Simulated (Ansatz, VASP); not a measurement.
# Ge4P3 in VASP and in Ansatz

```
CELL_PARAMETERS angstrom
5.16168 0.00000 0.00000
0.00000 5.16168 0.00000
0.00000 0.00000 5.16168
ATOMIC_POSITIONS crystal
Ge 0.50000 0.50000 0.00000
Ge 0.00000 0.50000 0.50000
Ge 0.50000 0.00000 0.50000
Ge 0.50000 0.50000 0.50000
P 0.50000 0.00000 0.00000
P 0.00000 0.50000 0.00000
P 0.00000 0.00000 0.50000
```

Alike in both runs: functional PBE; k mesh 8 × 8 × 8; occupations gaussian, width 0.1 eV; no spin polarisation.

Ansatz relaxed the structure, and its values are those at the end. VASP's run is a single point on that final structure, the one shown.

|  | VASP | Ansatz |
| --- | --- | --- |
| version | VASP 6.6.1 | Ansatz 0.2.0 |
| potentials or method | VASP PAW PBE potentials, release 64 (Ge_d, P), cutoff 520 eV | scalar-relativistic, plane waves, PAW |
| valence electrons in the cell | 71 | 71 |

|  | VASP | Ansatz | Ansatz less VASP |
| --- | --- | --- | --- |
| gap on the k mesh at the Fermi level (eV) | none | none | - |
| pressure (GPa) | 0.1 | 0.0 | -0.05 |

A gap of «none» marks a metal or a gap that the smearing closes. The functional is the same, so the differences come from potentials, cutoffs and numerics.
